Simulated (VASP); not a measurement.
# NbGaSe3 (Pm-3m) in VASP: a series of runs

Runs on NbGaSe3. Level: PBE. Tasks: single point.

Everything below comes from runs of VASP 6.6.1. Logs are shortened: lines on timing, memory, paths and dates and some standing lists are left out, and cuts for length are marked.

## 1. The cell of the first run

Symmetry: Pm-3m, No. 221, cubic system. Conventional cell: a = 4.604 Å, b = 4.604 Å, c = 4.604 Å, α = 90.00°, β = 90.00°, γ = 90.00°. Within 4.3 Å of Nb (site symmetry m-3m) lie 12 Se at 3.26 Å and 8 Ga at 3.99 Å. Ga (site symmetry m-3m) has 6 Se at 2.30 Å within 3.0 Å. Se (site symmetry 4/mmm) has 2 Ga at 2.30 Å within 3.0 Å.

The cell was generated, and may not be a known phase.

## 2. Single point, PBE

Input file INCAR:

```
SYSTEM = NbGaSe3
ALGO = Normal
EDIFF = 1E-7
ENCUT = 520
GGA = PE
ISIF = 2
ISMEAR = 0
LASPH = .True.
LCHARG = .True.
LELF = .True.
LREAL = .False.
LVHAR = .True.
LWAVE = .False.
NBANDS = 30
NELM = 80
PREC = Accurate
SIGMA = 0.1
```

Input file KPOINTS:

```
k-points
0
Gamma
  4 4 4
  0 0 0
```

Input file POSCAR:

```
NbGaSe3
1.0
    4.6044889500      0.0000000000      0.0000000000
    0.0000000000      4.6044889500      0.0000000000
    0.0000000000      0.0000000000      4.6044889500
Nb Ga Se
1 1 3
Direct
    0.0000000000      0.0000000000      0.0000000000
    0.5000000000      0.5000000000      0.5000000000
    0.0000000000      0.5000000000      0.5000000000
    0.5000000000      0.0000000000      0.5000000000
    0.5000000000      0.5000000000      0.0000000000
```

Potentials or basis: VASP PAW PBE potentials, release 64 (Nb_sv, Ga_d, Se).

Started as:

```bash
$ cat potpaw_PBE.64/Nb_sv/POTCAR potpaw_PBE.64/Ga_d/POTCAR potpaw_PBE.64/Se/POTCAR > POTCAR
$ mpirun -np 1 vasp_std > vasp.out
```

OUTCAR:

```text
SYSTEM = NbGaSe3
   EDIFF = 1E-7
   ENCUT = 520
   GGA = PE
   ISIF = 2
   ISMEAR = 0
   LASPH = .True.
   LREAL = .False.
   NELM = 80
   PREC = Accurate

 ion  position               nearest neighbor table
   1  0.000  0.000  0.000-
   2  0.500  0.500  0.500-   3 2.30   4 2.30   5 2.30   5 2.30   4 2.30   3 2.30
   3  0.000  0.500  0.500-   2 2.30   2 2.30
   4  0.500  0.000  0.500-   2 2.30   2 2.30
   5  0.500  0.500  0.000-   2 2.30   2 2.30

  LATTYP: Found a simple cubic cell.
 ALAT       =     4.6044889500

  Lattice vectors:

 A1 = (   4.6044889500,   0.0000000000,   0.0000000000)
 A2 = (   0.0000000000,   4.6044889500,   0.0000000000)
 A3 = (   0.0000000000,   0.0000000000,   4.6044889500)

Analysis of symmetry for initial positions (statically):
=====================================================================
 Subroutine PRICEL returns:
 Original cell was already a primitive cell.

 Routine SETGRP: Setting up the symmetry group for a
 simple cubic supercell.

 Subroutine GETGRP returns: Found 48 space group operations
 (whereof 48 operations were pure point group operations)
 out of a pool of 48 trial point group operations.

The static configuration has the point symmetry O_h .

Analysis of symmetry for dynamics (positions and initial velocities):
=====================================================================
 Subroutine PRICEL returns:
 Original cell was already a primitive cell.

 Routine SETGRP: Setting up the symmetry group for a
 simple cubic supercell.

 Subroutine GETGRP returns: Found 48 space group operations
 (whereof 48 operations were pure point group operations)
 out of a pool of 48 trial point group operations.

The dynamic configuration has the point symmetry O_h .

 Subroutine INISYM returns: Found 48 space group operations
 (whereof 48 operations are pure point group operations),
 and found     1 'primitive' translations

----------------------------------------------------------------------------------------

                                     Primitive cell

  volume of cell :      97.6212

  direct lattice vectors                    reciprocal lattice vectors
     4.604488950  0.000000000  0.000000000     0.217179368  0.000000000  0.000000000
     0.000000000  4.604488950  0.000000000     0.000000000  0.217179368  0.000000000
     0.000000000  0.000000000  4.604488950     0.000000000  0.000000000  0.217179368

  length of vectors
     4.604488950  4.604488950  4.604488950     0.217179368  0.217179368  0.217179368

  position of ions in fractional coordinates (direct lattice)
     0.000000000  0.000000000  0.000000000
     0.500000000  0.500000000  0.500000000
     0.000000000  0.500000000  0.500000000
     0.500000000  0.000000000  0.500000000
     0.500000000  0.500000000  0.000000000

  ion indices of the primitive-cell ions
   primitive index   ion index
                 1           1
                 2           2
                 3           3
                 4           4
                 5           5

----------------------------------------------------------------------------------------

 KPOINTS: k-points

Automatic generation of k-mesh.
 Grid dimensions read from file:
 generate k-points for:    4    4    4

 Generating k-lattice:

  Cartesian coordinates                     Fractional coordinates (reciprocal lattice)
     0.054294842  0.000000000  0.000000000     0.250000000  0.000000000  0.000000000
     0.000000000  0.054294842  0.000000000     0.000000000  0.250000000  0.000000000
     0.000000000  0.000000000  0.054294842     0.000000000  0.000000000  0.250000000

  Length of vectors
     0.054294842  0.054294842  0.054294842

  Shift w.r.t. Gamma in fractional coordinates (k-lattice)
     0.000000000  0.000000000  0.000000000

 Subroutine IBZKPT returns following result:
 ===========================================

 Found     10 irreducible k-points:

 Following reciprocal coordinates:
            Coordinates               Weight
  0.000000  0.000000  0.000000      1.000000
  0.250000  0.000000  0.000000      6.000000
  0.500000  0.000000  0.000000      3.000000
  0.250000  0.250000  0.000000     12.000000
  0.500000  0.250000  0.000000     12.000000
  0.500000  0.500000  0.000000      3.000000
  0.250000  0.250000  0.250000      8.000000
  0.500000  0.250000  0.250000     12.000000
  0.500000  0.500000  0.250000      6.000000
  0.500000  0.500000  0.500000      1.000000
   k-points           NKPTS =     10   k-points in BZ     NKDIM =     10   number of bands    NBANDS=     30
   number of dos      NEDOS =    301   number of ions     NIONS =      5
   total plane-waves  NPLWV =  46656
   dimension x,y,z NGX =    36 NGY =   36 NGZ =   36
   dimension x,y,z NGXF=    72 NGYF=   72 NGZF=   72
   ions per type =               1   1   3
   NGX,Y,Z   is equivalent  to a cutoff of  13.00, 13.00, 13.00 a.u.
   NGXF,Y,Z  is equivalent  to a cutoff of  26.00, 26.00, 26.00 a.u.
 SYSTEM =  NbGaSe3
   PREC   = accura    normal or accurate (medium, high low for compatibility)
   ISTART =      0    job   : 0-new  1-cont  2-samecut
   ICHARG =      2    charge: 1-file 2-atom 10-const
   ISPIN  =      1    spin polarized calculation?
   LNONCOLLINEAR =      F non collinear calculations
   LSORBIT =      F    spin-orbit coupling
   LASPH  =      T    aspherical Exc in radial PAW
   ENCUT  =  520.0 eV  38.22 Ry    6.18 a.u.   8.56  8.56  8.56*2*pi/ulx,y,z
   NELM   =     80;   NELMIN=  2; NELMDL= -5     # of ELM steps
   EDIFF  = 0.1E-06   stopping-criterion for ELM
   LREAL  =      F    real-space projection
   EDIFFG = 0.1E-05   stopping-criterion for IOM
   NSW    =      0    number of steps for IOM
   IBRION =     -1    ionic relax: 0-MD 1-quasi-New 2-CG
   NFREE  =      0    steps in history (QN), initial steepest desc. (CG)
   ISIF   =      2    stress and relaxation
   ISYM   =      2    0-nonsym 1-usesym 2-fastsym
   POTIM  = 0.5000    time-step for ionic-motion
   TEBEG  =    0.0;   TEEND  =   0.0 temperature during run
   PSTRESS=    0.0 pullay stress
   NELECT =      44.0000    total number of electrons
   NUPDOWN=      -1.0000    fix difference up-down
   EMIN   =  10.00;   EMAX   =-10.00  energy-range for DOS
   EFERMI =   0.00;   METHOD = LEGACY
   ISMEAR =     0;   SIGMA  =   0.10  broadening in eV -4-tet -1-fermi 0-gaus
   EFERMI_NEDOS =   21; number of points for ismear=-14 and -15
   IALGO  =     38    algorithm
   IMIX   =      4    mixing-type and parameters
     AMIX     =   0.40;   BMIX     =  1.00
     AMIX_MAG =   1.60;   BMIX_MAG =  1.00
  volume/ion in A,a.u.               =      19.52       131.76
  Fermi-wavevector in a.u.,A,eV,Ry     =   1.255194  2.371973 21.436152  1.575513
  Thomas-Fermi vector in A             =   2.388963
   LORBIT       =      0    0 simple, 1 ext, 2 COOP (PROOUT), +10 PAW based schemes
   GGA     = PE    functional components
   LHFCALC =     F    Hartree Fock is set to
   AEXX    =    0.0000 exact exchange contribution
   IVDW    =     0    specifies the selected vdW correction
   LEPSILON=     F    determine dielectric tensor
   LRPA    =     F    only Hartree local field effects (RPA)
 non-spin polarized calculation
 Gauss-broadening in eV      SIGMA  =   0.10
  energy-cutoff  :      520.00
  volume of cell :       97.62
 maximum number of plane-waves:      2666
 NGX is ok and might be reduce to    36
   NGX = 17   NGY = 17   NGZ = 17

 number of electron      44.0000009 magnetization

 Free energy of the ion-electron system (eV)
  ---------------------------------------------------
  ext. energy  EPLUGINS =         0.00000000
  ---------------------------------------------------
  free energy    TOTEN  =       -19.92196287 eV

  energy without entropy =      -19.88940989  energy(sigma->0) =      -19.90568638

 E-fermi :   6.9203     XC(G=0): -10.8868

 val. band max:        6.9194943243   @ k =   0.5000   0.5000   0.5000
 cond. band min:       6.9427110223   @ k =   0.5000   0.5000   0.0000
 fundamental gap:      0.0232166980
 Fermi energy:         6.9203103194

 k-point     1 :       0.0000    0.0000    0.0000
  band No.  band energies     occupation
      1     -49.2490      2.00000
      2     -25.2278      2.00000
      3     -25.2278      2.00000
      4     -25.2278      2.00000
      5      -9.0983      2.00000
      6      -8.8610      2.00000
[... 22 lines left out ...]
     29      13.1586      0.00000
     30      13.1586      0.00000

 k-point     2 :       0.2500    0.0000    0.0000
  band No.  band energies     occupation
      1     -49.2489      2.00000
      2     -25.2306      2.00000
      3     -25.2276      2.00000
      4     -25.2276      2.00000
      5      -8.9290      2.00000
      6      -8.8575      2.00000
[... 22 lines left out ...]
     29      12.8606      0.00000
     30      13.1809      0.00000

 k-point     3 :       0.5000    0.0000    0.0000
  band No.  band energies     occupation
      1     -49.2489      2.00000
      2     -25.2333      2.00000
      3     -25.2273      2.00000
      4     -25.2273      2.00000
      5      -8.8932      2.00000
      6      -8.8540      2.00000
[... 22 lines left out ...]
     29      11.7076      0.00000
     30      12.5758      0.00000

 k-point     4 :       0.2500    0.2500    0.0000
  band No.  band energies     occupation
      1     -49.2489      2.00000
      2     -25.2303      2.00000
      3     -25.2302      2.00000
      4     -25.2273      2.00000
      5      -8.8718      2.00000
      6      -8.7314      2.00000
[... 154 lines left out ...]
     29      11.3687      0.00000
     30      13.0321      0.00000

 k-point     9 :       0.5000    0.5000    0.2500
  band No.  band energies     occupation
      1     -49.2487      2.00000
      2     -25.2321      2.00000
      3     -25.2321      2.00000
      4     -25.2293      2.00000
      5      -8.7003      2.00000
      6      -8.5244      2.00000
[... 22 lines left out ...]
     29      11.2462      0.00000
     30      12.3545      0.00000

 k-point    10 :       0.5000    0.5000    0.5000
  band No.  band energies     occupation
      1     -49.2487      2.00000
      2     -25.2318      2.00000
      3     -25.2318      2.00000
      4     -25.2318      2.00000
      5      -8.5242      2.00000
      6      -8.5242      2.00000
[... 22 lines left out ...]
     29      10.8878      0.00000
     30      10.8878      0.00000

------------------------ aborting loop because EDIFF is reached ----------------------------------------

  FORCE on cell =-STRESS in cart. coord.  units (eV):
  Direction    XX          YY          ZZ          XY          YZ          ZX
  --------------------------------------------------------------------------------------
  -------------------------------------------------------------------------------------
  Total        8.7051094      8.7051094      8.7051094      0.0000000      0.0000000     -0.0000000
  in kB      142.8698249    142.8698249    142.8698249      0.0000000      0.0000000     -0.0000000
  external PRESSURE =     142.8698249 kB  Pullay stress =       0.0000000 kB

 VOLUME and BASIS-vectors are now :
 -----------------------------------------------------------------------------
  energy-cutoff  :      520.00
  volume of cell :       97.62
      direct lattice vectors                 reciprocal lattice vectors
     4.604488950  0.000000000  0.000000000     0.217179368  0.000000000  0.000000000
     0.000000000  4.604488950  0.000000000     0.000000000  0.217179368  0.000000000
     0.000000000  0.000000000  4.604488950     0.000000000  0.000000000  0.217179368

 POSITION                                       TOTAL-FORCE (eV/Angst)
 -----------------------------------------------------------------------------------
      0.00000      0.00000      0.00000         0.000000      0.000000      0.000000
      2.30224      2.30224      2.30224         0.000000      0.000000      0.000000
      0.00000      2.30224      2.30224         0.000000      0.000000      0.000000
      2.30224      0.00000      2.30224         0.000000      0.000000      0.000000
      2.30224      2.30224      0.00000         0.000000      0.000000      0.000000
 -----------------------------------------------------------------------------------
    total drift:                                0.000000      0.000000      0.000000

  FREE ENERGIE OF THE ION-ELECTRON SYSTEM (eV)
  ---------------------------------------------------
  free  energy   TOTEN  =       -19.9219628718 eV

  energy  without entropy=      -19.8894098934  energy(sigma->0) =      -19.90568638
```

Wall time 22 s (1 thread of AMD EPYC 9R45 (Zen 5), shared host); peak memory 0.19 GiB.

Results:

* Free energy: -19.9220 eV
* Pressure: 14.3 GPa
* Band gap on the k mesh: zero (bands 22 and 23 overlap by 0.93 eV)

Caveat: the cell stands under pressure.

## 3. Single point, PBE, collinear spin

Input file INCAR:

```
PREC = Accurate
ENCUT = 520
EDIFF = 1E-7
ISMEAR = 0
SIGMA = 0.1
LREAL = F
LASPH = T
NELM = 150
ALGO = Normal
ISIF = 2
LWAVE = F
LCHARG = T
ISPIN = 2
MAGMOM = 2.1 0 -0.12 -0.12 -0.12
LORBIT = 11
LMAXMIX = 4
GGA = PE
LELF = T
LVHAR = T
NBANDS = 34
```

Input file KPOINTS:

```
Automatic mesh
0
Gamma
  4 4 4
```

POSCAR is that of step 2.

Potentials or basis: VASP PAW PBE potentials, release 64 (Nb_sv, Ga_d, Se).

Started as:

```bash
$ cat potpaw_PBE.64/Nb_sv/POTCAR potpaw_PBE.64/Ga_d/POTCAR potpaw_PBE.64/Se/POTCAR > POTCAR
$ mpirun -np 1 vasp_std > vasp.out
```

Run time: 51 s. Hardware: 1 thread of AMD EPYC 9R45 (Zen 5), shared host; peak memory 0.23 GiB.

Results (log left out):

- Free energy: -20.1506 eV
- Pressure: 16.2 GPa
- Net moment: 1.78 μB per cell
- Site moments: Nb +1.69; Ga +0.00; Se -0.13 μB
- Valence electrons inside the program's atomic spheres: Nb 10.39; Ga 12.10; Se 3.92

Levels at points of the mesh, in eV from the Fermi level:
Spin up:
```
           k point  band 19  band 20  band 21  band 22  band 23  band 24  band 25  band 26  band 27  band 28
(0.00, 0.00, 0.00)    -1.43    -1.10    -1.10    -0.83    -0.83    -0.83    -0.80    -0.80    -0.80     1.98
(0.50, 0.00, 0.00)    -2.78    -1.92    -1.92    -0.69    -0.55     1.31     1.53     1.53     2.41     3.04
(0.50, 0.50, 0.00)    -2.89    -0.94    -0.49    -0.37    -0.28     1.38     1.38     1.65     3.95     4.05
(0.50, 0.50, 0.50)    -0.31    -0.31    -0.31    -0.31    -0.19    -0.19     0.73     0.73     0.73     4.03
```
Spin down:
| k point | band 18 | band 19 | band 20 | band 21 | band 22 | band 23 | band 24 | band 25 |
| --- | --- | --- | --- | --- | --- | --- | --- | --- |
| (0.00, 0.00, 0.00) | -1.62 | -1.62 | -0.90 | -0.90 | -0.90 | 0.38 | 0.38 | 0.43 |
| (0.50, 0.00, 0.00) | -2.87 | -2.87 | -1.67 | -1.67 | 0.60 | 1.06 | 2.46 | 2.46 |
| (0.50, 0.50, 0.00) | -2.96 | -2.96 | -0.36 | -0.15 | 0.90 | 1.11 | 2.44 | 2.44 |
| (0.50, 0.50, 0.50) | -0.28 | 0.52 | 0.52 | 0.52 | 0.60 | 0.99 | 0.99 | 0.99 |

Caveat: the cell stands under pressure.

The gap in the log of VASP goes by the Fermi energy; the results here count the filled bands.